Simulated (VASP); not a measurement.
# ScH3 in VASP: notebook

ScH3 is run at these levels: PBEsol; tasks: single point.

Everything below comes from runs of VASP 6.6.1. Logs are shortened: lines on timing, memory, paths and dates and some standing lists are left out, and cuts for length are marked.

## (1) The cell of the first run

It takes space group I4mm (No. 107, tetragonal). Conventional cell: a = 3.328 Å, b = 3.328 Å, c = 4.706 Å, α = 90.00°, β = 90.00°, γ = 90.00°. Within 2.7 Å of Sc (site symmetry 4mm) lie 14 H at 2.04 to 2.47 Å. H (site symmetry 4mm) has 8 H at 1.97 to 2.11 Å and 6 Sc at 2.23 to 2.47 Å within 2.6 Å. H (site symmetry 2mm) has 10 H at 1.97 to 2.35 Å and 4 Sc at 2.04 Å within 2.6 Å.

## (2) Single point, PBEsol (atom 2 (H) moved 0.12 Å along x)

INCAR

```
SYSTEM = ScH3
PREC     = Accurate       ! precision mode
ENCUT    = 520            ! plane-wave cutoff, eV
EDIFF    = 1E-6           ! SCF threshold, eV
ISMEAR   = 0              ! smearing method
SIGMA    = 0.05           ! smearing width, eV
LREAL    = .FALSE.        ! projectors in reciprocal space
LASPH    = .TRUE.         ! aspherical terms in the spheres
NELM     = 100            ! most SCF steps
ALGO     = Normal         ! electronic algorithm
ISIF     = 2              ! what is computed and relaxed
LWAVE    = .FALSE.        ! write WAVECAR
LCHARG   = .FALSE.        ! write CHGCAR
GGA      = PS             ! functional
NBANDS   = 15             ! bands
```

KPOINTS

```
regular mesh
0
G
  10 10 10
  0 0 0
```

POSCAR

```
ScH3
1.0
    0.0000000000      2.3529243548      2.3529243548
    2.3529243548      0.0000000000      2.3529243548
    2.3529243548      2.3529243548      0.0000000000
Sc H
1 3
Direct
    0.0000000000      0.0000000000      0.0000000000
    0.4744998177      0.5255001823      0.5255001823
    0.2500000000      0.2500000000      0.2500000000
    0.7500000000      0.7500000000      0.7500000000
```

Potentials or basis: VASP PAW PBE potentials, release 64 (Sc_sv, H).

Started as:

```sh
$ cat potpaw_PBE.64/Sc_sv/POTCAR potpaw_PBE.64/H/POTCAR > POTCAR
$ mpirun -np 1 vasp_std > vasp.out
```

OUTCAR:

```text
SYSTEM = ScH3
   PREC = Accurate
   ENCUT = 520
   EDIFF = 1E-6
   ISMEAR = 0
   LREAL = .FALSE.
   LASPH = .TRUE.
   NELM = 100
   ISIF = 2
   GGA = PS

 ion  position               nearest neighbor table
   1  0.000  0.000  0.000-   4 2.04   4 2.04   4 2.04   3 2.04   4 2.04   3 2.04   3 2.04   3 2.04

   2  0.474  0.526  0.526-
   3  0.250  0.250  0.250-   1 2.04   1 2.04   1 2.04   1 2.04
   4  0.750  0.750  0.750-   1 2.04   1 2.04   1 2.04   1 2.04

  LATTYP: Found a face centered cubic cell.
 ALAT       =     4.7058487096

  Lattice vectors:

 A1 = (   0.0000000000,   2.3529243548,   2.3529243548)
 A2 = (   2.3529243548,   0.0000000000,   2.3529243548)
 A3 = (   2.3529243548,   2.3529243548,   0.0000000000)

Analysis of symmetry for initial positions (statically):
=====================================================================
 Subroutine PRICEL returns:
 Original cell was already a primitive cell.

 Routine SETGRP: Setting up the symmetry group for a
 face centered cubic supercell.

 Subroutine GETGRP returns: Found  8 space group operations
 (whereof  8 operations were pure point group operations)
 out of a pool of 48 trial point group operations.

The static configuration has the point symmetry C_4v.

Analysis of symmetry for dynamics (positions and initial velocities):
=====================================================================
 Subroutine PRICEL returns:
 Original cell was already a primitive cell.

 Routine SETGRP: Setting up the symmetry group for a
 face centered cubic supercell.

 Subroutine GETGRP returns: Found  8 space group operations
 (whereof  8 operations were pure point group operations)
 out of a pool of 48 trial point group operations.

The dynamic configuration has the point symmetry C_4v.

 Subroutine INISYM returns: Found  8 space group operations
 (whereof  8 operations are pure point group operations),
 and found     1 'primitive' translations

----------------------------------------------------------------------------------------

                                     Primitive cell

  volume of cell :      26.0528

  direct lattice vectors                    reciprocal lattice vectors
     0.000000000  2.352924355  2.352924355    -0.212501519  0.212501519  0.212501519
     2.352924355  0.000000000  2.352924355     0.212501519 -0.212501519  0.212501519
     2.352924355  2.352924355  0.000000000     0.212501519  0.212501519 -0.212501519

  length of vectors
     3.327537534  3.327537534  3.327537534     0.368063428  0.368063428  0.368063428

  position of ions in fractional coordinates (direct lattice)
     0.000000000  0.000000000  0.000000000
     0.474499818  0.525500182  0.525500182
     0.250000000  0.250000000  0.250000000
     0.750000000  0.750000000  0.750000000

  ion indices of the primitive-cell ions
   primitive index   ion index
                 1           1
                 2           2
                 3           3
                 4           4

----------------------------------------------------------------------------------------

 KPOINTS: regular mesh

Automatic generation of k-mesh.
 Grid dimensions read from file:
 generate k-points for:   10   10   10

 Generating k-lattice:

  Cartesian coordinates                     Fractional coordinates (reciprocal lattice)
    -0.021250152  0.021250152  0.021250152     0.100000000  0.000000000  0.000000000
     0.021250152 -0.021250152  0.021250152     0.000000000  0.100000000  0.000000000
     0.021250152  0.021250152 -0.021250152     0.000000000  0.000000000  0.100000000

  Length of vectors
     0.036806343  0.036806343  0.036806343

  Shift w.r.t. Gamma in fractional coordinates (k-lattice)
     0.000000000  0.000000000  0.000000000

 Subroutine IBZKPT returns following result:
 ===========================================

 Found    102 irreducible k-points:

 Following reciprocal coordinates:
            Coordinates               Weight
  0.000000  0.000000  0.000000      1.000000
  0.100000  0.000000  0.000000      8.000000
  0.200000  0.000000  0.000000      8.000000
  0.300000  0.000000  0.000000      8.000000
  0.400000  0.000000  0.000000      8.000000
  0.500000  0.000000  0.000000      4.000000
[... 16 lines left out ...]
 -0.100000  0.100000  0.000000      8.000000
  0.000000 -0.100000  0.100000      4.000000
 [... further k-points ...]
   k-points           NKPTS =    102   k-points in BZ     NKDIM =    102   number of bands    NBANDS=     15
   number of dos      NEDOS =    301   number of ions     NIONS =      4
   total plane-waves  NPLWV =  21952
   dimension x,y,z NGX =    28 NGY =   28 NGZ =   28
   dimension x,y,z NGXF=    56 NGYF=   56 NGZF=   56
   ions per type =               1   3
   NGX,Y,Z   is equivalent  to a cutoff of  13.99, 13.99, 13.99 a.u.
   NGXF,Y,Z  is equivalent  to a cutoff of  27.98, 27.98, 27.98 a.u.
 SYSTEM =  ScH3
   PREC   = accura    normal or accurate (medium, high low for compatibility)
   ISTART =      0    job   : 0-new  1-cont  2-samecut
   ICHARG =      2    charge: 1-file 2-atom 10-const
   ISPIN  =      1    spin polarized calculation?
   LNONCOLLINEAR =      F non collinear calculations
   LSORBIT =      F    spin-orbit coupling
   LASPH  =      T    aspherical Exc in radial PAW
   ENCUT  =  520.0 eV  38.22 Ry    6.18 a.u.   6.19  6.19  6.19*2*pi/ulx,y,z
   NELM   =    100;   NELMIN=  2; NELMDL= -5     # of ELM steps
   EDIFF  = 0.1E-05   stopping-criterion for ELM
   LREAL  =      F    real-space projection
   EDIFFG = 0.1E-04   stopping-criterion for IOM
   NSW    =      0    number of steps for IOM
   IBRION =     -1    ionic relax: 0-MD 1-quasi-New 2-CG
   NFREE  =      0    steps in history (QN), initial steepest desc. (CG)
   ISIF   =      2    stress and relaxation
   ISYM   =      2    0-nonsym 1-usesym 2-fastsym
   POTIM  = 0.5000    time-step for ionic-motion
   TEBEG  =    0.0;   TEEND  =   0.0 temperature during run
   PSTRESS=    0.0 pullay stress
   NELECT =      14.0000    total number of electrons
   NUPDOWN=      -1.0000    fix difference up-down
   EMIN   =  10.00;   EMAX   =-10.00  energy-range for DOS
   EFERMI =   0.00;   METHOD = LEGACY
   ISMEAR =     0;   SIGMA  =   0.05  broadening in eV -4-tet -1-fermi 0-gaus
   EFERMI_NEDOS =   21; number of points for ismear=-14 and -15
   IALGO  =     38    algorithm
   IMIX   =      4    mixing-type and parameters
     AMIX     =   0.40;   BMIX     =  1.00
     AMIX_MAG =   1.60;   BMIX_MAG =  1.00
  volume/ion in A,a.u.               =       6.51        43.95
  Fermi-wavevector in a.u.,A,eV,Ry     =   1.330964  2.515157 24.102236  1.771464
  Thomas-Fermi vector in A             =   2.460011
   LORBIT       =      0    0 simple, 1 ext, 2 COOP (PROOUT), +10 PAW based schemes
   GGA     = PS    functional components
   LHFCALC =     F    Hartree Fock is set to
   AEXX    =    0.0000 exact exchange contribution
   IVDW    =     0    specifies the selected vdW correction
   LEPSILON=     F    determine dielectric tensor
   LRPA    =     F    only Hartree local field effects (RPA)
 non-spin polarized calculation
 Gauss-broadening in eV      SIGMA  =   0.05
  energy-cutoff  :      520.00
  volume of cell :       26.05
 maximum number of plane-waves:       725
 NGX is ok and might be reduce to    28
   NGX = 13   NGY = 13   NGZ = 13

 number of electron      14.0000000 magnetization

 Free energy of the ion-electron system (eV)
  ---------------------------------------------------
  ext. energy  EPLUGINS =         0.00000000
  ---------------------------------------------------
  free energy    TOTEN  =       -18.54641587 eV

  energy without entropy =      -18.54505334  energy(sigma->0) =      -18.54573460

 E-fermi :   5.6610     XC(G=0): -11.3623

 val. band max:        5.6429799396   @ k =   0.3000   0.0000   0.0000
 cond. band min:       5.6746880707   @ k =   0.5000   0.1000   0.0000
 fundamental gap:      0.0317081312
 Fermi energy:         5.6609949040

 k-point     1 :       0.0000    0.0000    0.0000
  band No.  band energies     occupation
      1     -44.3360      2.00000
      2     -22.8966      2.00000
      3     -22.8966      2.00000
      4     -22.8940      2.00000
      5      -5.8473      2.00000
      6       5.0545      2.00000
      7       5.6346      1.54486
      8       5.6346      1.54486
      9       5.6404      1.43974
     10       7.4567      0.00000
     11       7.4693      0.00000
     12       8.4393      0.00000
     13      17.3176      0.00000
     14      17.3420      0.00000
     15      17.3420      0.00000

 k-point     2 :       0.1000    0.0000    0.0000
  band No.  band energies     occupation
      1     -44.3304      2.00000
      2     -22.9396      2.00000
      3     -22.9014      2.00000
      4     -22.8997      2.00000
      5      -5.6163      2.00000
      6       3.6324      2.00000
      7       5.7284      0.05644
      8       5.7298      0.05150
      9       7.1405      0.00000
     10       7.3456      0.00000
     11       7.3727      0.00000
     12       8.1155      0.00000
     13      17.3098      0.00000
     14      17.6047      0.00000
     15      17.6818      0.00000

 k-point     3 :       0.2000    0.0000    0.0000
  band No.  band energies     occupation
      1     -44.3158      2.00000
      2     -23.0524      2.00000
      3     -22.9141      2.00000
      4     -22.9124      2.00000
      5      -4.9597      2.00000
      6       2.1687      2.00000
      7       5.8494      0.00000
      8       5.8745      0.00000
      9       6.8408      0.00000
     10       7.2881      0.00000
     11       7.3635      0.00000
     12       9.3285      0.00000
     13      16.4129      0.00000
     14      18.1050      0.00000
     15      18.1599      0.00000
[... 343 lines left out ...]
 k-point    23 :      -0.1000    0.1000    0.0000
  band No.  band energies     occupation
      1     -44.3218      2.00000
      2     -22.9957      2.00000
      3     -22.9245      2.00000
      4     -22.9021      2.00000
      5      -5.2440      2.00000
      6       2.7238      2.00000
      7       5.5106      1.99998
      8       5.9098      0.00000
      9       6.9562      0.00000
     10       7.2754      0.00000
     11       8.1100      0.00000
     12       8.3938      0.00000
     13      16.7839      0.00000
     14      17.3169      0.00000
     15      18.4465      0.00000

 k-point    24 :       0.0000   -0.1000    0.1000
  band No.  band energies     occupation
      1     -44.3218      2.00000
      2     -22.9967      2.00000
      3     -22.9220      2.00000
      4     -22.9034      2.00000
      5      -5.2441      2.00000
      6       2.7175      2.00000
      7       5.5218      1.99992
      8       5.9070      0.00000
      9       7.0297      0.00000
     10       7.1823      0.00000
     11       8.1038      0.00000
     12       8.4243      0.00000
     13      16.6673      0.00000
     14      17.3891      0.00000
     15      18.5017      0.00000

 [... further k-points ...]
[... 5 lines left out ...]
  --------------------------------------------------------------------------------------
  -------------------------------------------------------------------------------------
  Total        0.0957272      0.0740161      0.0740161      0.0000000      0.0000000      0.0000000
  in kB        5.8869758      4.5517956      4.5517956      0.0000000      0.0000000      0.0000000
  external PRESSURE =       4.9968557 kB  Pullay stress =       0.0000000 kB

 VOLUME and BASIS-vectors are now :
 -----------------------------------------------------------------------------
  energy-cutoff  :      520.00
  volume of cell :       26.05
      direct lattice vectors                 reciprocal lattice vectors
     0.000000000  2.352924355  2.352924355    -0.212501519  0.212501519  0.212501519
     2.352924355  0.000000000  2.352924355     0.212501519 -0.212501519  0.212501519
     2.352924355  2.352924355  0.000000000     0.212501519  0.212501519 -0.212501519

 POSITION                                       TOTAL-FORCE (eV/Angst)
 -----------------------------------------------------------------------------------
      0.00000      0.00000      0.00000        -0.319248      0.000000      0.000000
      2.47292      2.35292      2.35292        -0.070918      0.000000      0.000000
      1.17646      1.17646      1.17646         0.195083      0.000000      0.000000
      3.52939      3.52939      3.52939         0.195083      0.000000      0.000000
 -----------------------------------------------------------------------------------
    total drift:                                0.000136      0.000000      0.000000

  FREE ENERGIE OF THE ION-ELECTRON SYSTEM (eV)
  ---------------------------------------------------
  free  energy   TOTEN  =       -18.5464158692 eV

  energy  without entropy=      -18.5450533377  energy(sigma->0) =      -18.54573460
```

It took 45 s on 1 thread of Intel Xeon Platinum 8488C (Sapphire Rapids), shared host; peak memory 0.18 GiB.

What came out:

```
Free energy            : -18.5464 eV
Pressure               : 0.5 GPa
Largest force          : 0.319 eV/Å
Band gap on the k mesh : zero (band 7 reaches 5.85 eV, above the bottom of band 8 at 5.51 eV)
```

Forces on the atoms (eV/Å):
```
Sc  -0.319  0.000  0.000
H   -0.071  0.000  0.000
H    0.195  0.000  0.000
H    0.195  0.000  0.000
```

Stress tensor (GPa, compression positive):
```
0.59 0.00 0.00
0.00 0.46 0.00
0.00 0.00 0.46
```

Levels at points of the mesh, in eV from the Fermi level:
```tsv
k point	band 3	band 4	band 5	band 6	band 7	band 8	band 9	band 10	band 11	band 12
(0.00, 0.00, 0.00)	-28.56	-28.55	-11.51	-0.61	-0.03	-0.03	-0.02	1.80	1.81	2.78
(0.50, 0.00, 0.00)	-28.61	-28.61	-7.44	-7.03	-0.43	-0.15	0.13	2.68	2.68	4.69
(0.50, 0.50, 0.00)	-28.70	-28.69	-6.57	-5.93	-5.58	2.76	2.88	2.89	4.70	5.40
(0.00, 0.50, 0.50)	-28.70	-28.70	-6.65	-5.92	-5.50	2.77	2.89	2.89	5.07	5.39
```

Caveat: the cell differs from its parent crystal (atom 2 (H) moved 0.12 Å along x); the PAW data sets were made with another functional, which shifts forces and pressure a little.

## (3) Single point, PBEsol (volume scaled by 0.960)

INCAR

```
SYSTEM = ScH3
PREC = Accurate ; ENCUT = 520
EDIFF = 1E-6 ; ISMEAR = 0
SIGMA = 0.05 ; LREAL = .FALSE.
LASPH = .TRUE. ; NELM = 100
ALGO = Normal ; ISIF = 2
LWAVE = .FALSE. ; LCHARG = .FALSE.
GGA = PS ; NBANDS = 15
```

KPOINTS

```
Automatic mesh
0
G
  10 10 10
  0 0 0
```

POSCAR

```
ScH3
1.0
    0.0000000000      2.3211241815      2.3211241815
    2.3211241815      0.0000000000      2.3211241815
    2.3211241815      2.3211241815      0.0000000000
Sc H
1 3
Direct
    0.0000000000      0.0000000000      0.0000000000
    0.5000000000      0.5000000000      0.5000000000
    0.2500000000      0.2500000000      0.2500000000
    0.7500000000      0.7500000000      0.7500000000
```

Potentials or basis: VASP PAW PBE potentials, release 64 (Sc_sv, H).

Started as:

```sh
$ cat potpaw_PBE.64/Sc_sv/POTCAR potpaw_PBE.64/H/POTCAR > POTCAR
$ mpirun -np 1 vasp_std > vasp.out
```

It took 20 s on 1 thread of Intel Xeon Platinum 8259CL at 2.50GHz (Skylake/Cascade Lake), shared host; peak memory 0.14 GiB.

The run converged. Its results:

| Property | Result |
| --- | --- |
| Free energy | -18.5301 eV |
| Pressure | 5.5 GPa |
| Band gap on the k mesh | zero (band 7 reaches 6.19 eV, above the bottom of band 8 at 5.80 eV) |

Levels at points of the mesh, in eV from the Fermi level:
```csv
k point,band 4,band 5,band 6,band 7,band 8,band 9,band 10,band 11
"(0.00, 0.00, 0.00)",-28.44,-11.74,-0.56,-0.02,-0.02,-0.02,1.91,1.91
"(0.50, 0.00, 0.00)",-28.49,-7.54,-7.17,-0.16,-0.16,-0.13,2.84,2.84
"(0.50, 0.50, 0.00)",-28.60,-6.77,-6.09,-5.59,2.93,3.06,3.06,5.31
```

Caveat: the PAW data sets were made with another functional, which shifts forces and pressure a little.

## (4) Single point, PBEsol (volume scaled by 0.980)

Edit INCAR of step 3 so:

```diff
@@ -4,3 +4,3 @@
 SIGMA = 0.05 ; LREAL = .FALSE.
-LASPH = .TRUE. ; NELM = 100
+LASPH = .TRUE. ; NELM = 60
 ALGO = Normal ; ISIF = 2
```

KPOINTS is that of step 3.

POSCAR

```
ScH3
1.0
    0.0000000000      2.3371324404      2.3371324404
    2.3371324404      0.0000000000      2.3371324404
    2.3371324404      2.3371324404      0.0000000000
Sc H
1 3
Direct
    0.0000000000      0.0000000000      0.0000000000
    0.5000000000      0.5000000000      0.5000000000
    0.2500000000      0.2500000000      0.2500000000
    0.7500000000      0.7500000000      0.7500000000
```

Started as:

```sh
$ cat potpaw_PBE.64/Sc_sv/POTCAR potpaw_PBE.64/H/POTCAR > POTCAR
$ mpirun -np 1 vasp_std > vasp.out
```

Wall time 28 s (1 thread of Intel Xeon Platinum 8259CL at 2.50GHz (Skylake/Cascade Lake), shared host); peak memory 0.16 GiB.

It converged, with:

- Free energy: -18.5444 eV
- Pressure: 2.7 GPa
- Band gap on the k mesh: zero (band 7 reaches 6.03 eV, above the bottom of band 8 at 5.65 eV)

Levels at points of the mesh, in eV from the Fermi level:
```
           k point  band 3  band 4  band 5  band 6  band 7  band 8  band 9  band 10  band 11  band 12
(0.00, 0.00, 0.00)  -28.50  -28.50  -11.61   -0.57   -0.02   -0.02   -0.02     1.86     1.86     2.87
(0.50, 0.00, 0.00)  -28.55  -28.55   -7.44   -7.13   -0.15   -0.15   -0.14     2.76     2.76     4.83
(0.50, 0.50, 0.00)  -28.65  -28.65   -6.66   -6.00   -5.58    2.85    2.97     2.97     5.16     5.50
```

Caveat: the PAW data sets were made with another functional, which shifts forces and pressure a little.

## (5) Overview

```csv
cell,gap on the mesh (eV),pressure (GPa)
"a = 3.328 Å, angles 60.0°, 4 atoms",none,0.5
"a = 3.283 Å, angles 60.0°, 4 atoms",none,5.5
"a = 3.305 Å, angles 60.0°, 4 atoms",none,2.7
```

Alike in all rows: task single point; level PBEsol; potentials or basis VASP PAW PBE potentials, release 64 (Sc_sv, H); no spin polarisation; k mesh 10 × 10 × 10; cutoff (eV) 520; smearing gaussian 0.05 eV.

Caveats: the PAW data sets were made with another functional, which shifts forces and pressure a little.

Total energies depend on the potentials used, so only differences within one code and one set of settings carry meaning.
